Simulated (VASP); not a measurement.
Ag: single point with PBE

Ag, a slab with vacuum:

```
CELL_PARAMETERS angstrom
3.00287 0.00000 0.00000
-1.50144 2.60056 0.00000
0.00000 0.00000 31.93927
ATOMIC_POSITIONS crystal
Ag 0.00000 0.00000 0.53210
Ag 0.66667 0.33333 0.60634
Ag 0.33333 0.66667 0.67959
```

- Program: VASP 6.6.1
- Task: single point
- Functional: PBE
- Potentials or basis: VASP PAW PBE potentials, release 64 (Ag)
- Cutoff: 400 eV
- k mesh: 15 × 15 × 1
- Occupations: methfessel-paxton, width 0.1 eV
- Spin: no spin polarisation
- Dipole correction: yes
- Further INCAR settings: ALGO = Normal; EDIFF = 1e-06; NBANDS = 24; NELMDL = -8

```json
{
 "Largest force": "0.076 eV/Å",
 "Band gap on the k mesh": "zero (an odd number of electrons rules out a gap without spin polarisation)"
}
```

Forces on the atoms (eV/Å):
```
Ag   0.000  0.000  0.076
Ag   0.000  0.000 -0.076
Ag   0.000  0.000  0.001
```

Levels at points of the mesh, in eV from the Fermi level:
| k point | band 14 | band 15 | band 16 | band 17 | band 18 | band 19 | band 20 | band 21 |
| --- | --- | --- | --- | --- | --- | --- | --- | --- |
| (0.00, 0.00, 0.00) | -3.59 | -3.59 | -3.24 | -3.24 | -1.36 | 0.48 | 3.90 | 4.18 |

Run time: 110 s on 1 thread of Intel(R) Xeon(R) Platinum 8375C CPU @ 2.90GHz (Ice Lake), with other jobs on the host, peak memory 0.3 GiB.
